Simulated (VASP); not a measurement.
A run of VASP 6.6.1 is set up as follows.

The input INCAR:

```
SYSTEM = AlRu
ALGO = Fast
EDIFF = 1E-7
ENCUT = 520
GGA = PS
ISIF = 2
ISMEAR = 0
LASPH = .True.
LCHARG = .True.
LELF = .True.
LREAL = .False.
LVHAR = .True.
LWAVE = .False.
NBANDS = 25
NELM = 80
PREC = Accurate
SIGMA = 0.15
```

File KPOINTS:

```
k-points
0
Gamma
  16 16 8
  0 0 0
```

File POSCAR:

```
AlRu
1.0
    2.9763250904      0.0000000000      0.0000000000
    0.0000000000      2.9763250904      0.0000000000
    0.0000000000      0.0000000000      5.9526501809
Al Ru
2 2
Direct
    0.0000000000      0.0000000000     -0.0098107563
    0.0000000000      0.0000000000      0.5098107563
    0.4896516681      0.5000000000      0.2500000000
    0.5103483319      0.5000000000      0.7500000000
```

Potentials or basis: VASP PAW PBE potentials, release 64 (Al, Ru_pv).

The run is started by

```bash
$ cat potpaw_PBE.64/Al/POTCAR potpaw_PBE.64/Ru_pv/POTCAR > POTCAR
$ mpirun -np 1 vasp_std > vasp.out
```

(1) Predict the largest force.

(2) What does it give for the band gap on the k mesh?

(3) Estimate the pressure.

Answers

(1) 0.675 eV/Å.

(2) zero (bands 17 and 18 overlap by 2.89 eV).

(3) 0.5 GPa.

Caveat: the cell differs from its parent crystal (atoms displaced along several vibrational modes); the PAW data sets were made with another functional, which shifts forces and pressure a little.
